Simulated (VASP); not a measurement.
Set up this calculation in VASP 6.6.1, as the native input.

| Quantity | Value |
| --- | --- |
| Task | single point |
| Functional | r2SCAN |
| Potentials or basis | VASP PAW PBE potentials, release 64 (Pd) |
| Cutoff | 520 eV |
| k mesh | 18 × 18 × 18 |
| Occupations | gaussian, width 0.1 eV |
| Spin | no spin polarisation |
| Dipole correction | no |
| Further INCAR settings | ALGO = Normal; EDIFF = 1e-06; NBANDS = 11 |

The system is Pd.

```xyz
1
Lattice="0.0000 1.9138 1.9138 1.9138 0.0000 1.9138 1.9138 1.9138 0.0000" Properties=species:S:1:pos:R:3 pbc="T T T"
Pd    0.0000    0.0000    0.0000
```

This cell differs from its parent crystal: volume scaled by 0.94.

The input as run:

POSCAR

```
Pd
1.0
    0.0000000000      1.9138452607      1.9138452607
    1.9138452607      0.0000000000      1.9138452607
    1.9138452607      1.9138452607      0.0000000000
Pd
1
Direct
    0.0000000000      0.0000000000      0.0000000000
```

INCAR.step1

```
SYSTEM = Pd
ALGO = Normal
EDIFF = 1E-4
ENCUT = 520
GGA = PE
ISMEAR = 0
LASPH = .True.
LCHARG = .False.
LREAL = .False.
LWAVE = .True.
NBANDS = 11
NELM = 80
PREC = Accurate
SIGMA = 0.1
```

INCAR.step2

```
SYSTEM = Pd
ALGO = Normal
EDIFF = 1E-6
ENCUT = 520
ISIF = 2
ISMEAR = 0
ISTART = 1
LASPH = .True.
LCHARG = .True.
LELF = .True.
LMIXTAU = .True.
LREAL = .False.
LVHAR = .True.
LWAVE = .False.
METAGGA = R2SCAN
NBANDS = 11
NELM = 80
PREC = Accurate
SIGMA = 0.1
```

KPOINTS

```
k-points
0
Gamma
  18 18 18
  0 0 0
```

Potentials or basis: VASP PAW PBE potentials, release 64 (Pd).

Run with:

```sh
$ cat potpaw_PBE.64/Pd/POTCAR > POTCAR
$ cp INCAR.step1 INCAR
$ mpirun -np 1 vasp_std > vasp.out
$ cp INCAR.step2 INCAR
$ mpirun -np 1 vasp_std > vasp.out
```

It gave:

```yaml
Pressure: 14.6 GPa
Band_gap_on_the_k_mesh: zero (band 5 reaches 10.84 eV, above the bottom of band 6 at 9.01 eV)
```

Caveat: the PAW data sets were made with another functional, which shifts forces and pressure a little.

It took 100 s on 1 thread of Intel(R) Xeon(R) Platinum 8488C (Sapphire Rapids), on a shared host, peak memory 0.15 GiB.
